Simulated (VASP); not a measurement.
# Al (P6_3/mmc) in VASP: notebook

The runs below take Al through single point, relaxation of cell and atoms, with PBEsol.

Program: VASP 6.6.1. These are calculated values, not measurements. Logs are shortened: lines on timing, memory, paths and dates and some standing lists are left out, and cuts for length are marked.

## (1) The cell of the first run

It takes space group P6_3/mmc (No. 194, hexagonal). The conventional cell has a = 2.851 Å, b = 2.851 Å, c = 4.636 Å, α = 90.00°, β = 90.00°, γ = 120.00°. Al (site symmetry -6m2) has 12 Al at 2.84 to 2.85 Å within 3.7 Å.

## (2) Single point, PBEsol

The input, INCAR:

```
SYSTEM = Al
PREC = Accurate
ENCUT = 520
EDIFF = 1E-6
ISMEAR = 0
SIGMA = 0.1
LREAL = .FALSE.
LASPH = .TRUE.
NELM = 100
ALGO = Normal
ISIF = 2
LWAVE = .FALSE.
LCHARG = .FALSE.
GGA = PS
NBANDS = 10
```

The input, KPOINTS:

```
Automatic mesh
0
G
  18 18 10
  0 0 0
```

The input, POSCAR:

```
Al
1.0
    2.8507880184     -0.0000002874      0.0000000000
   -1.4253937603      2.4688549885      0.0000000000
    0.0000000000      0.0000000000      4.6363060356
Al
2
Direct
    0.0000000000      0.0000000000      0.0000000000
    0.3333333333      0.6666666667      0.5000000000
```

Potentials or basis: VASP PAW PBE potentials, release 64 (Al).

On the command line:

```sh
$ cat potpaw_PBE.64/Al/POTCAR > POTCAR
$ mpirun -np 1 vasp_std > vasp.out
```

OUTCAR:

```text
SYSTEM = Al
   PREC = Accurate
   ENCUT = 520
   EDIFF = 1E-6
   ISMEAR = 0
   LREAL = .FALSE.
   LASPH = .TRUE.
   NELM = 100
   ISIF = 2
   GGA = PS

 ion  position               nearest neighbor table
   1  0.000  0.000  0.000-   2 2.84   2 2.84   2 2.84   2 2.84   2 2.84   2 2.84
   2  0.333  0.667  0.500-   1 2.84   1 2.84   1 2.84   1 2.84   1 2.84   1 2.84

  LATTYP: Found a hexagonal cell.
 ALAT       =     2.8507880184
 C/A-ratio  =     1.6263243727

  Lattice vectors:

 A1 = (   2.8507880184,  -0.0000002874,   0.0000000000)
 A2 = (  -1.4253937603,   2.4688549885,   0.0000000000)
 A3 = (   0.0000000000,   0.0000000000,   4.6363060356)

Analysis of symmetry for initial positions (statically):
=====================================================================
 Subroutine PRICEL returns:
 Original cell was already a primitive cell.

 Routine SETGRP: Setting up the symmetry group for a
 hexagonal supercell.

 Subroutine GETGRP returns: Found 24 space group operations
 (whereof 12 operations were pure point group operations)
 out of a pool of 24 trial point group operations.

The static configuration has the point symmetry D_3h.
 The point group associated with its full space group is D_6h.

Analysis of symmetry for dynamics (positions and initial velocities):
=====================================================================
 Subroutine PRICEL returns:
 Original cell was already a primitive cell.

 Routine SETGRP: Setting up the symmetry group for a
 hexagonal supercell.

 Subroutine GETGRP returns: Found 24 space group operations
 (whereof 12 operations were pure point group operations)
 out of a pool of 24 trial point group operations.

The dynamic configuration has the point symmetry D_3h.
 The point group associated with its full space group is D_6h.

 Subroutine INISYM returns: Found 24 space group operations
 (whereof 12 operations are pure point group operations),
 and found     1 'primitive' translations

----------------------------------------------------------------------------------------

                                     Primitive cell

  volume of cell :      32.6312

  direct lattice vectors                    reciprocal lattice vectors
     2.850788018 -0.000000287  0.000000000     0.350780223  0.202523009  0.000000000
    -1.425393760  2.468854988  0.000000000     0.000000041  0.405046089  0.000000000
     0.000000000  0.000000000  4.636306036     0.000000000  0.000000000  0.215688954

  length of vectors
     2.850788018  2.850788018  4.636306036     0.405046089  0.405046089  0.215688954

  position of ions in fractional coordinates (direct lattice)
     0.000000000  0.000000000  0.000000000
     0.333333333  0.666666667  0.500000000

[... 82 lines left out ...]
   ISIF   =      2    stress and relaxation
   ISYM   =      2    0-nonsym 1-usesym 2-fastsym
   POTIM  = 0.5000    time-step for ionic-motion
   TEBEG  =    0.0;   TEEND  =   0.0 temperature during run
   PSTRESS=    0.0 pullay stress
   NELECT =       6.0000    total number of electrons
   NUPDOWN=      -1.0000    fix difference up-down
   EMIN   =  10.00;   EMAX   =-10.00  energy-range for DOS
   EFERMI =   0.00;   METHOD = LEGACY
   ISMEAR =     0;   SIGMA  =   0.10  broadening in eV -4-tet -1-fermi 0-gaus
   EFERMI_NEDOS =   21; number of points for ismear=-14 and -15
   IALGO  =     38    algorithm
   IMIX   =      4    mixing-type and parameters
     AMIX     =   0.40;   BMIX     =  1.00
     AMIX_MAG =   1.60;   BMIX_MAG =  1.00
  volume/ion in A,a.u.               =      16.32       110.10
  Fermi-wavevector in a.u.,A,eV,Ry     =   0.930924  1.759192 11.791083  0.866620
  Thomas-Fermi vector in A             =   2.057364
   LORBIT       =      0    0 simple, 1 ext, 2 COOP (PROOUT), +10 PAW based schemes
   GGA     = PS    functional components
   LHFCALC =     F    Hartree Fock is set to
   AEXX    =    0.0000 exact exchange contribution
   IVDW    =     0    specifies the selected vdW correction
   LEPSILON=     F    determine dielectric tensor
   LRPA    =     F    only Hartree local field effects (RPA)
 non-spin polarized calculation
 Gauss-broadening in eV      SIGMA  =   0.10
  energy-cutoff  :      520.00
  volume of cell :       32.63
 maximum number of plane-waves:       894
 NGX is ok and might be reduce to    24
   NGX = 11   NGY = 11   NGZ = 17

 number of electron       6.0000000 magnetization

 Free energy of the ion-electron system (eV)
  ---------------------------------------------------
  ext. energy  EPLUGINS =         0.00000000
  ---------------------------------------------------
  free energy    TOTEN  =        -8.11624466 eV

  energy without entropy =       -8.11091347  energy(sigma->0) =       -8.11357907

 E-fermi :   8.0738     XC(G=0): -10.2991

 val. band max:        8.0706498307   @ k =   0.2778   0.2222   0.5000
 cond. band min:       8.0853161841   @ k =   0.3333   0.3333   0.3000
 fundamental gap:      0.0146663534
 Fermi energy:         8.0737801997

 k-point     1 :       0.0000    0.0000    0.0000
  band No.  band energies     occupation
      1      -3.1428      2.00000
      2       3.4539      2.00000
      3       3.7218      2.00000
      4      18.6452      0.00000
      5      18.6452      0.00000
      6      19.0373      0.00000
      7      19.0373      0.00000
      8      20.2543      0.00000
      9      22.1185      0.00000
     10      22.6244      0.00000
[... 287 lines left out ...]
 k-point    24 :       0.3889    0.1111    0.0000
  band No.  band energies     occupation
      1       1.7826      2.00000
      2       4.3424      2.00000
      3       8.0586      1.16977
      4       8.5387      0.00000
      5      10.3560      0.00000
      6      10.7115      0.00000
      7      11.8590      0.00000
      8      17.0393      0.00000
      9      17.3271      0.00000
     10      18.4455      0.00000

 [... further k-points ...]
[... 5 lines left out ...]
  --------------------------------------------------------------------------------------
  -------------------------------------------------------------------------------------
  Total        0.0083930      0.0083930      0.0119337      0.0000000      0.0000000      0.0000000
  in kB        0.4120918      0.4120918      0.5859377      0.0000000      0.0000000      0.0000000
  external PRESSURE =       0.4700404 kB  Pullay stress =       0.0000000 kB

 VOLUME and BASIS-vectors are now :
 -----------------------------------------------------------------------------
  energy-cutoff  :      520.00
  volume of cell :       32.63
      direct lattice vectors                 reciprocal lattice vectors
     2.850788018 -0.000000287  0.000000000     0.350780223  0.202523009  0.000000000
    -1.425393760  2.468854988  0.000000000     0.000000041  0.405046089  0.000000000
     0.000000000  0.000000000  4.636306036     0.000000000  0.000000000  0.215688954

 POSITION                                       TOTAL-FORCE (eV/Angst)
 -----------------------------------------------------------------------------------
      0.00000      0.00000      0.00000         0.000000     -0.000000      0.000000
      0.00000      1.64590      2.31815        -0.000000      0.000000      0.000000
 -----------------------------------------------------------------------------------
    total drift:                               -0.000000      0.000000      0.000000

  FREE ENERGIE OF THE ION-ELECTRON SYSTEM (eV)
  ---------------------------------------------------
  free  energy   TOTEN  =        -8.1162446631 eV

  energy  without entropy=       -8.1109134737  energy(sigma->0) =       -8.11357907
```

Run time: 23 s. Hardware: 1 thread of Intel Xeon Platinum 8375C at 2.90GHz (Ice Lake), shared host; peak memory 0.19 GiB.

What came out:

- Free energy: -8.1162 eV
- Pressure: 0.0 GPa
- Band gap on the k mesh: zero (band 3 reaches 12.26 eV, above the bottom of band 4 at 4.83 eV)

Levels at points of the mesh, in eV from the Fermi level:
```
           k point  band 1  band 2  band 3  band 4  band 5  band 6  band 7  band 8
(0.00, 0.00, 0.00)  -11.22   -4.62   -4.35   10.57   10.57   10.96   10.96   12.18
(0.50, 0.00, 0.00)   -5.38   -5.19    0.60    1.19    1.48    1.81    5.58    7.33
(0.00, 0.00, 0.50)   -9.51   -9.51    3.53    3.53   11.81   11.81   11.81   11.81
(0.50, 0.00, 0.50)   -3.97   -3.97   -3.25   -3.25    7.05    7.05    7.60    7.60
```

Caveat: the PAW data sets were made with another functional, which shifts forces and pressure a little.

## (3) Relaxation of cell and atoms, PBEsol

This run uses another cell than the first one, of 16.60 Å³/atom, 1.018 times its volume.

The input, INCAR:

```
SYSTEM = Al
ALGO     = Normal         ! electronic algorithm
EDIFF    = 1E-7           ! SCF threshold, eV
EDIFFG   = -0.005         ! ionic threshold
ENCUT    = 600            ! plane-wave cutoff, eV
GGA      = PS             ! functional
IBRION   = 2              ! ionic algorithm
ISIF     = 3              ! what is computed and relaxed
ISMEAR   = 0              ! smearing method
LASPH    = .TRUE.         ! aspherical terms in the spheres
LCHARG   = .FALSE.        ! write CHGCAR
LREAL    = .FALSE.        ! projectors in reciprocal space
LWAVE    = .FALSE.        ! write WAVECAR
NELM     = 100            ! most SCF steps
NSW      = 100            ! ionic steps
PREC     = Accurate       ! precision mode
SIGMA    = 0.1            ! smearing width, eV
```

The input, KPOINTS:

```
k-points
0
G
  18 18 10
  0 0 0
```

The input, POSCAR:

```
Al
1.0
    2.8635070000      0.0000000000      0.0000000000
   -1.4317530000      2.4798700000      0.0000000000
    0.0000000000      0.0000000000      4.6760870000
Al
2
Direct
    0.0000000000      0.0000000000      0.0000000000
    0.3333333300      0.6666666700      0.5000000000
```

Potentials or basis: VASP PAW PBE potentials, release 64 (Al).

On the command line:

```sh
$ cat potpaw_PBE.64/Al/POTCAR > POTCAR
$ mpirun -np 1 vasp_std > vasp.out
```

It took 92 s on 1 thread of Intel Xeon Platinum 8375C at 2.90GHz (Ice Lake), shared host; peak memory 0.19 GiB.

It converged, with:

* Free energy: -8.1164 eV
* Relaxed volume: 16.33 Å³/atom
* Relaxed cell: a = 2.851 Å, b = 2.851 Å, c = 4.639 Å, α = 90.00°, β = 90.00°, γ = 120.00°
* Space group after relaxing (to 0.05 Å): P6_3/mmc (No. 194)
* Energy gained by relaxing: 1.1 meV/atom
* Ionic steps: 6
* Pressure after relaxing: 0.0 GPa
* Band gap on the k mesh: zero (band 3 reaches 12.24 eV, above the bottom of band 4 at 4.82 eV)

The path:
| step | energy change (eV) | largest force (eV/Å) | pressure (GPa) | volume (Å³) |
| --- | --- | --- | --- | --- |
| 1 | 0.0000 | 0.0000 | -1.27 | 33.21 |
| 2 | -0.0022 | 0.0000 | 0.18 | 32.58 |
| 3 | -0.0022 | 0.0000 | 0.01 | 32.65 |
| 4 | -0.0022 | 0.0000 | -0.02 | 32.66 |
| 5 | -0.0023 | 0.0000 | -0.02 | 32.66 |
| 6 | -0.0023 | 0.0000 | -0.02 | 32.66 |

Final structure:
```yaml
crystal:
  lattice:
    - [2.85112, 0.00000, 0.00000]
    - [-1.42556, 2.46914, 0.00000]
    - [0.00000, 0.00000, 4.63937]
  atoms:
    - { symbol: Al, position: [0.00000, 0.00000, 0.00000] }
    - { symbol: Al, position: [0.33333, 0.66667, 0.50000] }
```

Levels at points of the mesh, in eV from the Fermi level:
```
           k point  band 1  band 2  band 3  band 4  band 5  band 6
(0.00, 0.00, 0.00)  -11.21   -4.62   -4.36   10.57   10.57   10.97
(0.50, 0.00, 0.00)   -5.37   -5.19    0.60    1.18    1.48    1.80
(0.00, 0.00, 0.50)   -9.50   -9.50    3.52    3.52   11.81   11.81
(0.50, 0.00, 0.50)   -3.97   -3.97   -3.24   -3.24    7.05    7.05
```

Caveat: the PAW data sets were made with another functional, which shifts forces and pressure a little.
